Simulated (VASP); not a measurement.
Input of a VASP 6.6.1 run:

File INCAR:

```
SYSTEM = Sb
PREC = Accurate
ENCUT = 520
EDIFF = 1E-7
ISMEAR = -1
SIGMA = 0.05
LREAL = .False.
LASPH = .True.
NELM = 60
ALGO = Normal
ISIF = 2
LWAVE = .False.
LCHARG = .True.
GGA = RP
LELF = .True.
LVHAR = .True.
NBANDS = 8
```

File KPOINTS:

```
regular mesh
0
Gamma
  12 12 12
  0 0 0
```

File POSCAR:

```
Sb
1.0
   -1.5765401831      1.5765401831      2.7119384313
    1.5765401831     -1.5765401831      2.7119384313
    1.5765401831      1.5765401831     -2.7119384313
Sb
1
Direct
    0.0000000000      0.0000000000      0.0000000000
```

Potentials or basis: VASP PAW PBE potentials, release 64 (Sb).

Launch:

```bash
$ cat potpaw_PBE.64/Sb/POTCAR > POTCAR
$ mpirun -np 1 vasp_std > vasp.out
```

(1) What does it give for the pressure?

## Answers

(1) 2.9 GPa.

Caveat: the PAW data sets were made with another functional, which shifts forces and pressure a little.
